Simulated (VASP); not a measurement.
Write the native input for VASP 6.6.1 that does the following.

```yaml
Task: single point
Functional: PBE
Dispersion: D3(BJ)
Potentials_or_basis: VASP PAW PBE potentials, release 64 (B, N)
Cutoff: 520 eV
k_mesh: 2 × 2 × 2, shifted
Occupations: fermi-dirac, width 0.1034 eV
Spin: no spin polarisation
Dipole_correction: no
Further_INCAR_settings: LREAL = Auto; ALGO = Normal; EDIFF = 1e-07; NBANDS = 51
```

The structure of BN lies in POSCAR:

```
BN
1.0
    1.2681028322     -3.5413121025      4.3891914187
   -1.2681028322     -3.5413121025     -4.3891914187
    5.0724113290      3.5413121025     -2.1945957093
B N
9 9
Direct
    0.7493504627      0.2364775675      0.9270292025
    0.4119788437      0.4414117588      0.8184456452
    0.1174204237      1.0515957207      1.0311214924
    0.3864054783      0.7742246106      0.1437843843
    0.0824951185      0.3546917098      0.3696293827
    0.7706168117      0.9308815495      0.6074213955
    0.4024903904      0.1332727320      0.4839783617
    0.0867257454      0.6899392838      0.7024329388
    0.7898134191      0.6292849343      0.2560828154
    1.0141577030      0.9106184198      0.7737451258
    0.6393196382      0.0850612105      0.6732585543
    0.2736098880      0.6003101916      0.8740830135
    0.6497050105      0.4323208226      0.9986284958
    0.3021006515      0.9854805202      0.2355713820
    0.9850698813      0.5606516287      0.4342995607
    0.6840503966      0.8301963877      0.3271751910
    0.2660104499      0.2893369081      0.5460129647
    0.9963722672      0.2141014391      0.1171648174
```

This cell differs from its parent crystal: dynamics (nvt langevin) at 1200 K, volume x 1.04, from the last frame before.

The input as run:

INCAR

```
SYSTEM = BN
ALGO = Normal
EDIFF = 1E-7
ENCUT = 520
GGA = PE
ISIF = 2
ISMEAR = -1
IVDW = 12
LASPH = .TRUE.
LCHARG = .FALSE.
LREAL = Auto
LWAVE = .FALSE.
NBANDS = 51
NELM = 60
PREC = Accurate
SIGMA = 0.1034
```

KPOINTS

```
Automatic mesh
0
Gamma
  2 2 2
  0.5 0.5 0.5
```

Potentials or basis: VASP PAW PBE potentials, release 64 (B, N).

Run with:

```bash
$ cat potpaw_PBE.64/B/POTCAR potpaw_PBE.64/N/POTCAR > POTCAR
$ mpirun -np 1 vasp_std > vasp.out
```

Results of the run:

The pressure is -10.2 GPa, the largest force is 4.518 eV/Å and the band gap on the k mesh is 4.36 eV (least direct gap 4.39 eV). The dispersion energy per atom is -0.128 eV.

Caveat: the k points lie up to 0.61 Å⁻¹ apart; the atoms stand as in a frame of molecular dynamics; a shifted mesh leaves out Γ, where band edges can lie; forces of over 1 eV/Å act on the atoms, so gaps and moduli don't describe the material at rest.

It took 2.5 min on 1 thread of Intel(R) Xeon(R) Platinum 8259CL CPU @ 2.50GHz (Skylake/Cascade Lake), on a shared host, peak memory 0.32 GiB.
